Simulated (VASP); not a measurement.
# In27P26 (a cell with a defect) in VASP: single point with PBE

Aim: the single point of In27P26 (a cell with a defect) with PBE.

All numbers are computed with VASP 6.6.1; they aren't measurements. Logs are shortened: lines on timing, memory, paths and dates and some standing lists are left out, and cuts for length are marked.

### 1 The cell of the first run

The cell holds a defect, 53 atoms: a = 12.433 Å, b = 12.433 Å, c = 12.433 Å, α = 60.00°, β = 60.00°, γ = 60.00°.

### 2 Single point, PBE, collinear spin, zero start

INCAR reads:

```
SYSTEM = In27P26
PREC = Accurate ; ENCUT = 400
EDIFF = 1E-6 ; ISMEAR = 0
SIGMA = 0.05 ; LREAL = Auto
LASPH = .TRUE. ; NELM = 200
ALGO = Normal ; ISIF = 2
LWAVE = .FALSE. ; LCHARG = .FALSE.
ISPIN = 2 ; MAGMOM = 0 0 0 0 0 0 0 0 0 0 0 0 0 0 0 0 0 0 0 0 0 0 0 0 0 0 0 0 0 0 0 0 0 0 0 0 0 0 0 0 0 0 0 0 0 0 0 0 0 0 0 0 0
LORBIT = 11 ; GGA = PE
NBANDS = 276 ; GGA_COMPAT = .FALSE.
```

KPOINTS reads:

```
Automatic mesh
0
G
  1 1 1
  0 0 0
```

POSCAR reads:

```
In27P26
1.0
    0.0000000000      8.7915000000      8.7915000000
    8.7915000000      0.0000000000      8.7915000000
    8.7915000000      8.7915000000      0.0000000000
In P
27 26
Direct
    0.0017069319      0.0022703307      0.0014637948
    0.0023665048      0.0025699993      0.3261869583
   -0.0011079241     -0.0009568065      0.6675751775
    0.0021149017      0.3269322794      0.0020356495
   -0.0008379352      0.3340950318      0.3338869560
   -0.0008890208      0.3342352176      0.6659676348
   -0.0010388746      0.6676926388     -0.0011611429
   -0.0009114922      0.6664087329      0.3338593121
   -0.0010886783      0.6678366624      0.6675739230
    0.3260103502      0.0026787281      0.0022614774
    0.3339651845     -0.0006771023      0.3339068982
    0.3341298303     -0.0007567461      0.6660595474
    0.3339933724      0.3339798705     -0.0008682241
    0.3333373239      0.3333902098      0.3333008192
    0.3339333673      0.3340555022      0.6660660433
    0.3339749132      0.6663626071     -0.0009381678
    0.3339203449      0.6663486450      0.3338000699
    0.3341737018      0.6664405367      0.6662516593
    0.6676114668     -0.0009758583     -0.0011261572
    0.6661576220     -0.0007761360      0.3340792351
    0.6676416887     -0.0009198830      0.6676788189
    0.6660752732      0.3341455300     -0.0009451453
    0.6661341065      0.3340442775      0.3339007150
    0.6663010804      0.3343354395      0.6662515710
    0.6676596546      0.6677990147     -0.0011515643
    0.6662840569      0.6664616970      0.3340966506
    0.6663358968      0.6664171426      0.6663213062
    0.0833060193      0.0834401626      0.4145380456
    0.0834617794      0.0835731785      0.7515771949
    0.0833158259      0.4146340007      0.0832215386
    0.0834902506      0.4168394041      0.4163941317
    0.0832929929      0.4147029012      0.7519365406
    0.0832785988      0.7522413337      0.0831746865
    0.0832422518      0.7523584576      0.4144224434
    0.0840147007      0.7498446890      0.7496477524
    0.4145601043      0.0833352266      0.0832536967
    0.4166430181      0.0835775862      0.4165387996
    0.4145326960      0.0834190985      0.7520824109
    0.4164980111      0.4167599520      0.0834467947
    0.4165722892      0.4167692492      0.4164982042
    0.4167191208      0.4168563773      0.7498124449
    0.4144963493      0.7524142854      0.0831422231
    0.4167098499      0.7499978504      0.4166815881
    0.4167653800      0.7499249503      0.7497766158
    0.7517816614      0.0834842640      0.0833970808
    0.7521648547      0.0834037157      0.4145074096
    0.7497080245      0.0841788490      0.7496927416
    0.7520101809      0.4146510184      0.0832503290
    0.7498491220      0.4168928136      0.4166569293
    0.7498325958      0.4168458569      0.7497825206
    0.7497500940      0.7498150728      0.0839400341
    0.7497992518      0.7499177674      0.4167352415
    0.7497079727      0.7498645221      0.7496500721
```

Potentials or basis: VASP PAW PBE potentials, release 64 (In_d, P).

Launch:

```sh
cat potpaw_PBE.64/In_d/POTCAR potpaw_PBE.64/P/POTCAR > POTCAR
mpirun -np 1 vasp_gam > vasp.out
```

OUTCAR:

```text
SYSTEM = In27P26
   PREC = Accurate
   ENCUT = 400
   EDIFF = 1E-6
   ISMEAR = 0
   LREAL = Auto
   LASPH = .TRUE.
   NELM = 200
   ISIF = 2
   ISPIN = 2
   LORBIT = 11
   GGA = PE

 ion  position               nearest neighbor table
   1  0.002  0.002  0.001-  29 2.54  45 2.54  33 2.54
   2  0.002  0.003  0.326-  28 2.54  46 2.54  34 2.54
   3  0.999  0.999  0.668-  47 2.53  35 2.53  28 2.57  29 2.57
   4  0.002  0.327  0.002-  30 2.54  32 2.54  48 2.54
   5  0.999  0.334  0.334-  49 2.53  31 2.53  28 2.54  30 2.54
   6  0.999  0.334  0.666-  50 2.53  31 2.53  32 2.54  29 2.54
   7  0.999  0.668  0.999-  35 2.53  51 2.53  30 2.57  33 2.57
   8  0.999  0.666  0.334-  52 2.53  31 2.53  34 2.54  33 2.55
   9  0.999  0.668  0.668-  35 2.53  53 2.53  32 2.57  34 2.57
  10  0.326  0.003  0.002-  38 2.54  36 2.54  42 2.54
  11  0.334  0.999  0.334-  43 2.53  37 2.53  36 2.54  28 2.54
  12  0.334  0.999  0.666-  44 2.53  37 2.53  38 2.54  29 2.54
  13  0.334  0.334  0.999-  41 2.53  39 2.53  36 2.54  30 2.54
  14  0.333  0.333  0.333-  40 2.54  37 2.54  31 2.54  39 2.54
  15  0.334  0.334  0.666-  41 2.53  40 2.53  38 2.54  32 2.54
  16  0.334  0.666  0.999-  44 2.53  39 2.53  42 2.54  33 2.55
[... 35 lines left out ...]
  52  0.750  0.750  0.417-   8 2.53  20 2.53  27 2.53  26 2.53
  53  0.750  0.750  0.750-  25 2.53   9 2.53  21 2.53  27 2.54

  LATTYP: Found a face centered cubic cell.
 ALAT       =    17.5830000000

  Lattice vectors:

 A1 = (   0.0000000000,   8.7915000000,   8.7915000000)
 A2 = (   8.7915000000,   0.0000000000,   8.7915000000)
 A3 = (   8.7915000000,   8.7915000000,   0.0000000000)

Analysis of symmetry for initial positions (statically):
=====================================================================
 Subroutine PRICEL returns:
 Original cell was already a primitive cell.

 Routine SETGRP: Setting up the symmetry group for a
 face centered cubic supercell.

 Subroutine GETGRP returns: Found  1 space group operations
 (whereof  1 operations were pure point group operations)
 out of a pool of 48 trial point group operations.

The static configuration has the point symmetry C_1 .

Analysis of symmetry for dynamics (positions and initial velocities):
=====================================================================
 Subroutine PRICEL returns:
 Original cell was already a primitive cell.

 Routine SETGRP: Setting up the symmetry group for a
 face centered cubic supercell.

 Subroutine GETGRP returns: Found  1 space group operations
 (whereof  1 operations were pure point group operations)
 out of a pool of 48 trial point group operations.

The dynamic configuration has the point symmetry C_1 .

Analysis of structural, dynamic, and magnetic symmetry:
=====================================================================
 Subroutine PRICEL returns:
 Original cell was already a primitive cell.

 Routine SETGRP: Setting up the symmetry group for a
 face centered cubic supercell.

 Subroutine GETGRP returns: Found  1 space group operations
 (whereof  1 operations were pure point group operations)
 out of a pool of 48 trial point group operations.

The overall configuration has the point symmetry C_1 .

 Subroutine INISYM returns: Found  1 space group operations
 (whereof  1 operations are pure point group operations),
 and found     1 'primitive' translations

----------------------------------------------------------------------------------------

                                     Primitive cell

  volume of cell :    1358.9984

  direct lattice vectors                    reciprocal lattice vectors
     0.000000000  8.791500000  8.791500000    -0.056873116  0.056873116  0.056873116
     8.791500000  0.000000000  8.791500000     0.056873116 -0.056873116  0.056873116
     8.791500000  8.791500000  0.000000000     0.056873116  0.056873116 -0.056873116

  length of vectors
    12.433058534 12.433058534 12.433058534     0.098507127  0.098507127  0.098507127

  position of ions in fractional coordinates (direct lattice)
     0.001706932  0.002270331  0.001463795
[... 147 lines left out ...]
   PREC   = accura    normal or accurate (medium, high low for compatibility)
   ISTART =      0    job   : 0-new  1-cont  2-samecut
   ICHARG =      2    charge: 1-file 2-atom 10-const
   ISPIN  =      2    spin polarized calculation?
   LNONCOLLINEAR =      F non collinear calculations
   LSORBIT =      F    spin-orbit coupling
   LASPH  =      T    aspherical Exc in radial PAW
   ENCUT  =  400.0 eV  29.40 Ry    5.42 a.u.  20.28 20.28 20.28*2*pi/ulx,y,z
   NELM   =    200;   NELMIN=  2; NELMDL= -5     # of ELM steps
   EDIFF  = 0.1E-05   stopping-criterion for ELM
   LREAL  =      T    real-space projection
   EDIFFG = 0.1E-04   stopping-criterion for IOM
   NSW    =      0    number of steps for IOM
   IBRION =     -1    ionic relax: 0-MD 1-quasi-New 2-CG
   NFREE  =      0    steps in history (QN), initial steepest desc. (CG)
   ISIF   =      2    stress and relaxation
   ISYM   =      2    0-nonsym 1-usesym 2-fastsym
   POTIM  = 0.5000    time-step for ionic-motion
   TEBEG  =    0.0;   TEEND  =   0.0 temperature during run
   PSTRESS=    0.0 pullay stress
   NELECT =     481.0000    total number of electrons
   NUPDOWN=      -1.0000    fix difference up-down
   EMIN   =  10.00;   EMAX   =-10.00  energy-range for DOS
   EFERMI =   0.00;   METHOD = LEGACY
   ISMEAR =     0;   SIGMA  =   0.05  broadening in eV -4-tet -1-fermi 0-gaus
   EFERMI_NEDOS =   21; number of points for ismear=-14 and -15
   IALGO  =     38    algorithm
   IMIX   =      4    mixing-type and parameters
     AMIX     =   0.40;   BMIX     =  1.00
     AMIX_MAG =   1.60;   BMIX_MAG =  1.00
  volume/ion in A,a.u.               =      25.64       173.04
  Fermi-wavevector in a.u.,A,eV,Ry     =   1.158022  2.188345 18.245622  1.341015
  Thomas-Fermi vector in A             =   2.294628
   LORBIT       =     11    0 simple, 1 ext, 2 COOP (PROOUT), +10 PAW based schemes
   GGA     = PE    functional components
   LHFCALC =     F    Hartree Fock is set to
   AEXX    =    0.0000 exact exchange contribution
   IVDW    =     0    specifies the selected vdW correction
   LEPSILON=     F    determine dielectric tensor
   LRPA    =     F    only Hartree local field effects (RPA)
 spin polarized calculation
 Gauss-broadening in eV      SIGMA  =   0.05
  energy-cutoff  :      400.00
  volume of cell :     1359.00
 maximum number of plane-waves:     12347
 NGX is ok and might be reduce to    84
   NGX = 41   NGY = 41   NGZ = 41

 number of electron     480.9999845 magnetization      -0.0000019

 number of electron     480.9999845 magnetization       0.0000025

 Free energy of the ion-electron system (eV)
  ---------------------------------------------------
  ext. energy  EPLUGINS =         0.00000000
  ---------------------------------------------------
  free energy    TOTEN  =      -209.76835629 eV

  energy without entropy =     -209.74014681  energy(sigma->0) =     -209.75425155

 E-fermi :   6.0492     XC(G=0):  -9.1784

 val. band max:        6.0491874777   @ k =   0.0000   0.0000   0.0000
 cond. band min:       6.0491878562   @ k =   0.0000   0.0000   0.0000
 fundamental gap:      0.0000003785
 Fermi energy:         6.0491876670

 spin component 1

 k-point     1 :       0.0000    0.0000    0.0000
  band No.  band energies     occupation
      1      -9.4080      1.00000
      2      -9.4080      1.00000
      3      -9.3953      1.00000
      4      -9.3940      1.00000
      5      -9.3929      1.00000
      6      -9.3849      1.00000
[... 244 lines left out ...]
    251       7.0052      0.00000
    252       7.1330      0.00000
 Fermi energy:         6.0491876670

 spin component 2

 k-point     1 :       0.0000    0.0000    0.0000
  band No.  band energies     occupation
      1      -9.4080      1.00000
      2      -9.4080      1.00000
      3      -9.3953      1.00000
      4      -9.3940      1.00000
      5      -9.3929      1.00000
      6      -9.3849      1.00000
[... 244 lines left out ...]
    251       7.0052      0.00000
    252       7.1330      0.00000
 [bands above 252 left out]

------------------------ aborting loop because EDIFF is reached ----------------------------------------

  FORCE on cell =-STRESS in cart. coord.  units (eV):
  Direction    XX          YY          ZZ          XY          YZ          ZX
  --------------------------------------------------------------------------------------
  -------------------------------------------------------------------------------------
  Total       34.8733748     34.8791625     34.8709226      0.0315397      0.0157094      0.0174199
  in kB       41.1136110     41.1204344     41.1107201      0.0371834      0.0185204      0.0205370
  external PRESSURE =      41.1149218 kB  Pullay stress =       0.0000000 kB

 VOLUME and BASIS-vectors are now :
 -----------------------------------------------------------------------------
  energy-cutoff  :      400.00
  volume of cell :     1359.00
      direct lattice vectors                 reciprocal lattice vectors
     0.000000000  8.791500000  8.791500000    -0.056873116  0.056873116  0.056873116
     8.791500000  0.000000000  8.791500000     0.056873116 -0.056873116  0.056873116
     8.791500000  8.791500000  0.000000000     0.056873116  0.056873116 -0.056873116

 POSITION                                       TOTAL-FORCE (eV/Angst)
 -----------------------------------------------------------------------------------
      0.03283      0.02788      0.03497         0.008263      0.020684      0.004045
      2.89027      2.88848      0.04340        -0.009903     -0.005605      0.005037
     14.65208     14.65075     17.56485        -0.001472      0.000430     -0.002539
      2.89212      0.03649      2.89282        -0.008039      0.011412     -0.008949
      5.87256     11.71950     11.72133         0.010235     -0.005367     -0.005580
      8.79328     14.63854     11.72211         0.003313     -0.011474     -0.005085
[... 45 lines left out ...]
     10.25663     10.25559     13.18476         0.000472     -0.001354      0.008156
     13.18298     13.18161     13.18349        -0.000275     -0.000216     -0.000115
 -----------------------------------------------------------------------------------
    total drift:                               -0.001934     -0.000283     -0.003378

  FREE ENERGIE OF THE ION-ELECTRON SYSTEM (eV)
  ---------------------------------------------------
  free  energy   TOTEN  =      -209.7683562858 eV

  energy  without entropy=     -209.7401468066  energy(sigma->0) =     -209.75425155

 total charge

# of ion       s       p       d       tot
------------------------------------------
    1        0.853   0.664   9.880  11.397
    2        0.853   0.661   9.880  11.394
    3        0.815   0.757   9.900  11.472
    4        0.853   0.663   9.880  11.395
    5        0.810   0.780   9.903  11.493
    6        0.810   0.780   9.903  11.493
[... 45 lines left out ...]
   52        1.015   1.541   0.000   2.555
   53        1.014   1.540   0.000   2.554
--------------------------------------------------
tot         48.512  60.202 267.276 375.990

 magnetization (x)

# of ion       s       p       d       tot
------------------------------------------
    1       -0.000  -0.000  -0.000  -0.000
    2       -0.000   0.000  -0.000  -0.000
    3       -0.000   0.000  -0.000  -0.000
    4       -0.000  -0.000  -0.000  -0.000
    5       -0.000  -0.000  -0.000  -0.000
    6       -0.000   0.000  -0.000  -0.000
[... 45 lines left out ...]
   52       -0.000  -0.000   0.000  -0.000
   53        0.000   0.000   0.000   0.000
--------------------------------------------------
tot         -0.000  -0.000  -0.000  -0.000
```

Run time: 37 min. Hardware: 1 thread of AMD EPYC, shared host; peak memory 1.4 GiB.

Results:

| Property | Result |
| --- | --- |
| Free energy | -209.7684 eV |
| Pressure | 4.1 GPa |
| Largest force | 0.023 eV/Å |
| Net moment | 0.00 μB per cell |
| Valence electrons inside the program's atomic spheres | In 11.40, 11.39, 11.47, 11.49, 11.50 (each value once); P 2.54, 2.55, 2.56 (each value once) |

Forces in eV/Å, atoms in the order of the input:
```
In   0.008  0.021  0.004
In  -0.010 -0.006  0.005
In  -0.001  0.000 -0.003
In  -0.008  0.011 -0.009
In   0.010 -0.005 -0.006
In   0.003 -0.011 -0.005
In   0.005  0.000  0.003
In   0.006 -0.005 -0.008
In   0.001 -0.002  0.001
In   0.007 -0.001 -0.013
In  -0.007  0.010 -0.007
In  -0.011  0.007 -0.010
In  -0.004 -0.006  0.012
In   0.001 -0.004  0.003
In   0.006  0.007  0.013
In  -0.008 -0.005  0.003
In   0.006  0.008  0.005
In  -0.010  0.011  0.011
In  -0.002  0.002 -0.001
In  -0.010  0.007 -0.009
In  -0.003  0.003  0.001
In  -0.004 -0.010  0.003
In   0.011  0.007  0.006
In   0.008 -0.011  0.009
In   0.002 -0.001  0.001
In   0.012  0.011 -0.009
In  -0.010 -0.011 -0.008
P    0.000 -0.002  0.004
P   -0.002 -0.005  0.000
P    0.001  0.002  0.002
P    0.000  0.002  0.000
P    0.000 -0.003  0.003
P   -0.005 -0.002 -0.004
P   -0.002  0.001 -0.001
P    0.000  0.001  0.001
P    0.004 -0.002  0.001
P    0.002 -0.002  0.001
P    0.000 -0.003  0.002
P    0.000  0.000  0.000
P   -0.001  0.000 -0.001
P   -0.001  0.000 -0.008
P   -0.001  0.000 -0.002
P    0.000 -0.008  0.001
P    0.008 -0.002  0.001
P   -0.001 -0.007 -0.003
P    0.002 -0.001 -0.001
P    0.001  0.000  0.001
P    0.003 -0.003  0.000
P   -0.008  0.001 -0.001
P    0.000  0.007  0.001
P    0.001  0.001  0.000
P    0.000 -0.001  0.008
P    0.000  0.000  0.000
```

Levels at points of the mesh, in eV from the Fermi level:
Spin up:
```csv
k point,band 236,band 237,band 238,band 239,band 240,band 241,band 242,band 243,band 244,band 245
"(0.00, 0.00, 0.00)",-1.63,-1.63,-0.98,-0.98,-0.98,0.00,0.46,0.46,0.47,0.74
```
Spin down:
| k point | band 236 | band 237 | band 238 | band 239 | band 240 | band 241 | band 242 | band 243 | band 244 | band 245 |
| --- | --- | --- | --- | --- | --- | --- | --- | --- | --- | --- |
| (0.00, 0.00, 0.00) | -1.63 | -1.63 | -0.98 | -0.98 | -0.98 | 0.00 | 0.46 | 0.46 | 0.47 | 0.74 |

Caveat: the k points lie up to 0.62 Å⁻¹ apart; spin-orbit coupling is left out, which moves the levels of the heavy elements.
